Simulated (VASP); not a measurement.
Crystal: NaCl.

```xyz
2
Lattice="0.0000 2.9032 2.9032 2.9032 0.0000 2.9032 2.9032 2.9032 0.0000" Properties=species:S:1:pos:R:3 pbc="T T T"
Na    0.0000    0.0000    0.0000
Cl    2.9032    2.9032    2.9032
```

Base run:

| Item | Value |
| --- | --- |
| Program | VASP 6.6.1 |
| Functional | r2SCAN |
| Dispersion | D3(BJ) |
| Potentials or basis | VASP PAW PBE potentials, release 64 (Na_pv, Cl) |
| Cutoff | 550 eV |
| k mesh | 5 × 5 × 5 |
| Occupations | fermi-dirac, width 0.1137 eV |
| Spin | no spin polarisation |

Its results: band gap on the k mesh 5.58 eV; pressure -3.0 GPa.

Q: The run is repeated on the same cell with these changes: dispersion from D3(BJ) to none. What comes out?

A: Band gap on the k mesh 5.58 eV; pressure -2.4 GPa.

Dispersion adds attraction, which lowers the pressure at fixed volume and, as a term added to the energy, leaves the levels alone.

Caveats: the PAW data sets were made with another functional, which shifts forces and pressure a little; the cell stands under tension (at least some runs).

